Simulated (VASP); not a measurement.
Input of a VASP 6.6.1 run:

Contents of INCAR:

```
PREC     = Accurate       # precision mode
ENCUT    = 600            # plane-wave cutoff, eV
EDIFF    = 1E-6           # SCF threshold, eV
ISMEAR   = -1             # smearing method
SIGMA    = 0.05           # smearing width, eV
LREAL    = False          # projectors in reciprocal space
LASPH    = True           # aspherical terms in the spheres
NELM     = 60             # most SCF steps
ALGO     = Normal         # electronic algorithm
ISIF     = 3              # what is computed and relaxed
LWAVE    = False          # write WAVECAR
LCHARG   = False          # write CHGCAR
IBRION   = 2              # ionic algorithm
NSW      = 60             # ionic steps
EDIFFG   = -0.01          # ionic threshold
```

Contents of KPOINTS:

```
Automatic mesh
0
Gamma
  8 8 8
```

Contents of POSCAR:

```
HfGe
1.0
    3.5008378700      0.0000000000      0.0000000000
    0.0000000000      3.5008378700      0.0000000000
    0.0000000000      0.0000000000      3.5008378700
Hf Ge
1 1
Direct
    0.0000000000      0.0000000000      0.0000000000
    0.5000000000      0.5000000000      0.5000000000
```

Potentials or basis: VASP PAW LDA potentials, release 64 (Hf_pv, Ge_d).

The run is started by

```sh
$ cat potpaw_LDA.64/Hf_pv/POTCAR potpaw_LDA.64/Ge_d/POTCAR > POTCAR
$ mpirun -np 1 vasp_std > vasp.out
```

**Question.** What does it give for the relaxed cell?

**Answer.** a = 3.275 Å, b = 3.275 Å, c = 3.275 Å, α = 90.00°, β = 90.00°, γ = 90.00°.

**Question.** Predict the relaxed volume.

**Answer.** 17.57 Å³/atom.

**Question.** Predict the band gap on the k mesh.

**Answer.** Zero (band 12 reaches 9.01 eV, above the bottom of band 13 at 6.37 eV).

Final structure:
```
Hf Ge
1.0
     3.27548    0.00000    0.00000
     0.00000    3.27548    0.00000
     0.00000    0.00000    3.27548
Hf Ge
1 1
Direct
  0.00000 0.00000 0.00000
  0.50000 0.50000 0.50000
```

Caveat: the volume moved by over 15 % at a fixed basis, so the end points are rough; spin-orbit coupling is left out, which moves the levels of the heavy elements.
